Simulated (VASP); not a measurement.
# Cu in VASP: notebook

Runs on Cu. Level: PBE. Tasks: single point.

All numbers are computed with VASP 6.6.1; they aren't measurements. Logs are shortened: lines on timing, memory, paths and dates and some standing lists are left out, and cuts for length are marked.

### 1 The cell of the first run

The structure is cubic, space group Fm-3m (No. 225). Conventional cell: a = 3.630 Å, b = 3.630 Å, c = 3.630 Å, α = 90.00°, β = 90.00°, γ = 90.00°. Cu (site symmetry m-3m) has 12 Cu at 2.57 Å within 3.4 Å.

### 2 Single point, PBE

File INCAR:

```
SYSTEM = Cu
PREC     = Accurate       ! precision mode
ENCUT    = 520            ! plane-wave cutoff, eV
EDIFF    = 1E-6           ! SCF threshold, eV
ISMEAR   = 0              ! smearing method
SIGMA    = 0.1            ! smearing width, eV
LREAL    = Auto         
LASPH    = .TRUE.         ! aspherical terms in the spheres
NELM     = 60             ! most SCF steps
ALGO     = Fast           ! electronic algorithm
ISIF     = 2              ! what is computed and relaxed
LWAVE    = .FALSE.        ! write WAVECAR
LCHARG   = .FALSE.        ! write CHGCAR
GGA      = PE             ! functional
NBANDS   = 168            ! bands
```

File KPOINTS:

```
regular mesh
0
G
  4 4 4
  0 0 0
```

File POSCAR:

```
Cu
1.0
    0.0000000000      5.4447042149     -5.4447042149
   -5.4447042149      0.0000000000     -5.4447042149
   -5.4447042149      5.4447042149      0.0000000000
Cu
27
Direct
    0.6666666667      0.6666666667      0.0000000000
    0.3333333333      0.6666666667      0.0000000000
    0.6666666667      0.3333333333      0.0000000000
    0.0000000000      0.6666666667      0.0000000000
    0.3333333333      0.3333333333      0.0000000000
    0.6666666667      0.0000000000      0.0000000000
    0.0000000000      0.3333333333      0.0000000000
    0.3333333333      0.0000000000      0.0000000000
    0.0000000000      0.0000000000      0.0000000000
    0.6666666667      0.6666666667      0.3333333333
    0.3333333333      0.6666666667      0.3333333333
    0.6666666667      0.3333333333      0.3333333333
    0.0000000000      0.6666666667      0.3333333333
    0.3333333333      0.3333333333      0.3333333333
    0.6666666667      0.0000000000      0.3333333333
    0.0000000000      0.3333333333      0.3333333333
    0.3333333333      0.0000000000      0.3333333333
    0.0000000000      0.0000000000      0.3333333333
    0.6666666667      0.6666666667      0.6666666667
    0.3333333333      0.6666666667      0.6666666667
    0.6666666667      0.3333333333      0.6666666667
    0.0000000000      0.6666666667      0.6666666667
    0.3333333333      0.3333333333      0.6666666667
    0.6666666667      0.0000000000      0.6666666667
    0.0000000000      0.3333333333      0.6666666667
    0.3333333333      0.0000000000      0.6666666667
    0.0000000000      0.0000000000      0.6666666667
```

Potentials or basis: VASP PAW PBE potentials, release 64 (Cu).

Run with:

```console
cat potpaw_PBE.64/Cu/POTCAR > POTCAR
mpirun -np 1 vasp_std > vasp.out
```

OUTCAR:

```text
SYSTEM = Cu
   PREC = Accurate
   ENCUT = 520
   EDIFF = 1E-6
   ISMEAR = 0
   LREAL = Auto
   LASPH = .TRUE.
   NELM = 60
   ISIF = 2
   GGA = PE

 ion  position               nearest neighbor table
   1  0.667  0.667  0.000-   4 2.57   6 2.57  10 2.57  19 2.57  22 2.57  24 2.57  12 2.57   8 2.57
                             7 2.57  11 2.57   2 2.57   3 2.57
   2  0.333  0.667  0.000-   4 2.57   8 2.57   9 2.57  11 2.57  13 2.57  20 2.57  26 2.57  14 2.57
                            19 2.57   5 2.57   3 2.57   1 2.57
   3  0.667  0.333  0.000-   6 2.57   7 2.57   9 2.57  12 2.57  15 2.57  21 2.57  25 2.57  14 2.57
                            19 2.57   1 2.57   2 2.57   5 2.57
   4  0.000  0.667  0.000-   1 2.57   2 2.57   6 2.57   9 2.57  10 2.57  13 2.57  20 2.57  22 2.57
                            27 2.57  16 2.57   5 2.57   7 2.57
   5  0.333  0.333  0.000-   7 2.57   8 2.57  14 2.57  16 2.57  17 2.57  23 2.57   4 2.57  20 2.57
                            21 2.57   6 2.57   2 2.57   3 2.57
   6  0.667  0.000  0.000-   1 2.57   3 2.57   4 2.57   9 2.57  10 2.57  15 2.57  21 2.57  24 2.57
                            27 2.57  17 2.57   5 2.57   8 2.57
   7  0.000  0.333  0.000-   3 2.57   5 2.57   8 2.57   9 2.57  12 2.57  16 2.57  18 2.57  23 2.57
                            25 2.57   1 2.57  22 2.57   4 2.57
   8  0.333  0.000  0.000-   2 2.57   5 2.57   7 2.57   9 2.57  11 2.57  17 2.57  18 2.57  23 2.57
                            26 2.57  24 2.57   1 2.57   6 2.57
   9  0.000  0.000  0.000-   2 2.57   3 2.57   4 2.57   6 2.57   7 2.57   8 2.57  13 2.57  15 2.57
                            18 2.57  25 2.57  26 2.57  27 2.57
  10  0.667  0.667  0.333-   1 2.57   4 2.57   6 2.57  13 2.57  15 2.57  16 2.57  17 2.57  11 2.57
                            12 2.57  19 2.57  20 2.57  21 2.57
  11  0.333  0.667  0.333-   2 2.57   8 2.57  13 2.57  17 2.57  18 2.57   1 2.57  22 2.57  12 2.57
                            10 2.57  20 2.57  14 2.57  23 2.57
[... 36 lines left out ...]
  Lattice vectors:

 A1 = (   0.0000000000,   5.4447042149,  -5.4447042149)
 A2 = (  -5.4447042149,   0.0000000000,  -5.4447042149)
 A3 = (  -5.4447042149,   5.4447042149,   0.0000000000)

Analysis of symmetry for initial positions (statically):
=====================================================================
 Subroutine PRICEL returns following result:

  LATTYP: Found a face centered cubic cell.
 ALAT       =     3.6298028096

  Lattice vectors:

 A1 = (   0.0000000000,   1.8149014048,  -1.8149014048)
 A2 = (  -1.8149014048,   0.0000000000,  -1.8149014048)
 A3 = (  -1.8149014048,   1.8149014048,   0.0000000000)

  27 primitive cells build up your supercell.

 Routine SETGRP: Setting up the symmetry group for a
 face centered cubic supercell.

 Subroutine GETGRP returns: Found 48 space group operations
 (whereof 48 operations were pure point group operations)
 out of a pool of 48 trial point group operations.

The static configuration has the point symmetry O_h .

Analysis of symmetry for dynamics (positions and initial velocities):
=====================================================================
 Subroutine PRICEL returns following result:

  LATTYP: Found a face centered cubic cell.
 ALAT       =     3.6298028096

  Lattice vectors:

 A1 = (   0.0000000000,   1.8149014048,  -1.8149014048)
 A2 = (  -1.8149014048,   0.0000000000,  -1.8149014048)
 A3 = (  -1.8149014048,   1.8149014048,   0.0000000000)

  27 primitive cells build up your supercell.

 Routine SETGRP: Setting up the symmetry group for a
 face centered cubic supercell.

 Subroutine GETGRP returns: Found 48 space group operations
 (whereof 48 operations were pure point group operations)
 out of a pool of 48 trial point group operations.

The dynamic configuration has the point symmetry O_h .

 Subroutine INISYM returns: Found 48 space group operations
 (whereof 48 operations are pure point group operations),
 and found    27 'primitive' translations

----------------------------------------------------------------------------------------

                                     Primitive cell

  volume of cell :      11.9561

  direct lattice vectors                    reciprocal lattice vectors
     0.000000000  1.814901405 -1.814901405     0.275497059  0.275497059 -0.275497059
    -1.814901405  0.000000000 -1.814901405    -0.275497059 -0.275497059 -0.275497059
    -1.814901405  1.814901405  0.000000000    -0.275497059  0.275497059  0.275497059

  length of vectors
     2.566658181  2.566658181  2.566658181     0.477174904  0.477174904  0.477174904

  position of ions in fractional coordinates (direct lattice)
     0.000000000  0.000000000  0.000000000

  ion indices of the primitive-cell ions
   primitive index   ion index
                 1           1

----------------------------------------------------------------------------------------

 KPOINTS: regular mesh

Automatic generation of k-mesh.
 Grid dimensions read from file:
 generate k-points for:    4    4    4

 Generating k-lattice:

  Cartesian coordinates                     Fractional coordinates (reciprocal lattice)
     0.022958088  0.022958088 -0.022958088     0.250000000  0.000000000  0.000000000
    -0.022958088 -0.022958088 -0.022958088     0.000000000  0.250000000  0.000000000
    -0.022958088  0.022958088  0.022958088     0.000000000  0.000000000  0.250000000

  Length of vectors
     0.039764575  0.039764575  0.039764575

  Shift w.r.t. Gamma in fractional coordinates (k-lattice)
     0.000000000  0.000000000  0.000000000

 Subroutine IBZKPT returns following result:
 ===========================================

 Found      8 irreducible k-points:

 Following reciprocal coordinates:
            Coordinates               Weight
  0.000000  0.000000  0.000000      1.000000
  0.250000  0.000000  0.000000      8.000000
  0.500000  0.000000  0.000000      4.000000
  0.250000  0.250000  0.000000      6.000000
  0.500000  0.250000  0.000000     24.000000
 -0.250000  0.250000  0.000000     12.000000
  0.500000  0.500000  0.000000      3.000000
 -0.250000  0.500000  0.250000      6.000000
   k-points           NKPTS =      8   k-points in BZ     NKDIM =      8   number of bands    NBANDS=    168
   number of dos      NEDOS =    301   number of ions     NIONS =     27
   total plane-waves  NPLWV = 216000
   dimension x,y,z NGX =    60 NGY =   60 NGZ =   60
   dimension x,y,z NGXF=   120 NGYF=  120 NGZF=  120
   ions per type =              27
   NGX,Y,Z   is equivalent  to a cutoff of  12.95, 12.95, 12.95 a.u.
   NGXF,Y,Z  is equivalent  to a cutoff of  25.91, 25.91, 25.91 a.u.
 SYSTEM =  Cu
   PREC   = accura    normal or accurate (medium, high low for compatibility)
   ISTART =      0    job   : 0-new  1-cont  2-samecut
   ICHARG =      2    charge: 1-file 2-atom 10-const
   ISPIN  =      1    spin polarized calculation?
   LNONCOLLINEAR =      F non collinear calculations
   LSORBIT =      F    spin-orbit coupling
   LASPH  =      T    aspherical Exc in radial PAW
   ENCUT  =  520.0 eV  38.22 Ry    6.18 a.u.  14.32 14.32 14.32*2*pi/ulx,y,z
   NELM   =     60;   NELMIN=  2; NELMDL= -5     # of ELM steps
   EDIFF  = 0.1E-05   stopping-criterion for ELM
   LREAL  =      T    real-space projection
   EDIFFG = 0.1E-04   stopping-criterion for IOM
   NSW    =      0    number of steps for IOM
   IBRION =     -1    ionic relax: 0-MD 1-quasi-New 2-CG
   NFREE  =      0    steps in history (QN), initial steepest desc. (CG)
   ISIF   =      2    stress and relaxation
   ISYM   =      2    0-nonsym 1-usesym 2-fastsym
   POTIM  = 0.5000    time-step for ionic-motion
   TEBEG  =    0.0;   TEEND  =   0.0 temperature during run
   PSTRESS=    0.0 pullay stress
   NELECT =     297.0000    total number of electrons
   NUPDOWN=      -1.0000    fix difference up-down
   EMIN   =  10.00;   EMAX   =-10.00  energy-range for DOS
   EFERMI =   0.00;   METHOD = LEGACY
   ISMEAR =     0;   SIGMA  =   0.10  broadening in eV -4-tet -1-fermi 0-gaus
   EFERMI_NEDOS =   21; number of points for ismear=-14 and -15
   IALGO  =     68    algorithm
   IMIX   =      4    mixing-type and parameters
     AMIX     =   0.40;   BMIX     =  1.00
     AMIX_MAG =   1.60;   BMIX_MAG =  1.00
  volume/ion in A,a.u.               =      11.96        80.68
  Fermi-wavevector in a.u.,A,eV,Ry     =   1.592243  3.008903 34.494005  2.535238
  Thomas-Fermi vector in A             =   2.690658
   LORBIT       =      0    0 simple, 1 ext, 2 COOP (PROOUT), +10 PAW based schemes
   GGA     = PE    functional components
   LHFCALC =     F    Hartree Fock is set to
   AEXX    =    0.0000 exact exchange contribution
   IVDW    =     0    specifies the selected vdW correction
   LEPSILON=     F    determine dielectric tensor
   LRPA    =     F    only Hartree local field effects (RPA)
 non-spin polarized calculation
 RMM-DIIS sequential band-by-band and
 Gauss-broadening in eV      SIGMA  =   0.10
  energy-cutoff  :      520.00
  volume of cell :      322.81
 maximum number of plane-waves:      8728
 NGX is ok and might be reduce to    60
   NGX = 29   NGY = 29   NGZ = 29

 number of electron     296.9999929 magnetization

 Free energy of the ion-electron system (eV)
  ---------------------------------------------------
  ext. energy  EPLUGINS =         0.00000000
  ---------------------------------------------------
  free energy    TOTEN  =      -100.58171870 eV

  energy without entropy =     -100.54439884  energy(sigma->0) =     -100.56305877

 E-fermi :   7.3417     XC(G=0): -12.6557

 val. band max:        7.3369571988   @ k =   0.2500   0.2500   0.0000
 cond. band min:       7.3444879102   @ k =   0.5000   0.5000   0.0000
 fundamental gap:      0.0075307114
 Fermi energy:         7.3417367239

 k-point     1 :       0.0000    0.0000    0.0000
  band No.  band energies     occupation
      1      -1.8247      2.00000
      2       1.5178      2.00000
      3       1.5178      2.00000
      4       1.5178      2.00000
      5       1.5178      2.00000
      6       1.5178      2.00000
[... 1293 lines left out ...]
    159       9.4908      0.00000
    160       9.7302      0.00000
 [bands above 160 left out]

------------------------ aborting loop because EDIFF is reached ----------------------------------------

  FORCE on cell =-STRESS in cart. coord.  units (eV):
  Direction    XX          YY          ZZ          XY          YZ          ZX
  --------------------------------------------------------------------------------------
  -------------------------------------------------------------------------------------
  Total        0.7494777      0.7494777      0.7494777      0.0000000     -0.0000000     -0.0000000
  in kB        3.7197727      3.7197727      3.7197727      0.0000000     -0.0000000     -0.0000000
  external PRESSURE =       3.7197727 kB  Pullay stress =       0.0000000 kB

 VOLUME and BASIS-vectors are now :
 -----------------------------------------------------------------------------
  energy-cutoff  :      520.00
  volume of cell :      322.81
      direct lattice vectors                 reciprocal lattice vectors
     0.000000000  5.444704215 -5.444704215     0.091832353  0.091832353 -0.091832353
    -5.444704215  0.000000000 -5.444704215    -0.091832353 -0.091832353 -0.091832353
    -5.444704215  5.444704215  0.000000000    -0.091832353  0.091832353  0.091832353

 POSITION                                       TOTAL-FORCE (eV/Angst)
 -----------------------------------------------------------------------------------
     -3.62980      3.62980     -7.25961         0.000000      0.000000     -0.000000
     -3.62980      1.81490     -5.44470         0.000000      0.000000     -0.000000
     -1.81490      3.62980     -5.44470        -0.000000      0.000000      0.000000
     -3.62980      0.00000     -3.62980         0.000000      0.000000     -0.000000
     -1.81490      1.81490     -3.62980        -0.000000      0.000000      0.000000
      0.00000      3.62980     -3.62980        -0.000000     -0.000000      0.000000
[... 19 lines left out ...]
     -3.62980      5.44470     -1.81490        -0.000000     -0.000000      0.000000
     -3.62980      3.62980      0.00000         0.000000     -0.000000      0.000000
 -----------------------------------------------------------------------------------
    total drift:                               -0.000000      0.000000     -0.000000

  FREE ENERGIE OF THE ION-ELECTRON SYSTEM (eV)
  ---------------------------------------------------
  free  energy   TOTEN  =      -100.5817187007 eV

  energy  without entropy=     -100.5443988358  energy(sigma->0) =     -100.56305877
```

It took 15 min on 1 thread of AMD EPYC 7R13 (Zen 3), shared host; peak memory 0.61 GiB.

What came out:

```yaml
Free_energy: -100.5817 eV
Pressure: 0.4 GPa
Band_gap_on_the_k_mesh: zero (an odd number of electrons rules out a gap without spin polarisation)
```

Levels at points of the mesh, in eV from the Fermi level:
```
           k point  band 146  band 147  band 148  band 149  band 150  band 151  band 152  band 153
(0.00, 0.00, 0.00)     -1.69     -1.69     -1.69     -1.69     -1.69      3.30      3.30      3.30
(0.50, 0.00, 0.00)     -0.27     -0.27     -0.27     -0.27     -0.27      1.29      1.29      1.29
(0.50, 0.50, 0.00)      0.00      0.00      0.00      0.00      0.56      0.56      0.56      0.56
```

(Continued in part 2 of 2.)
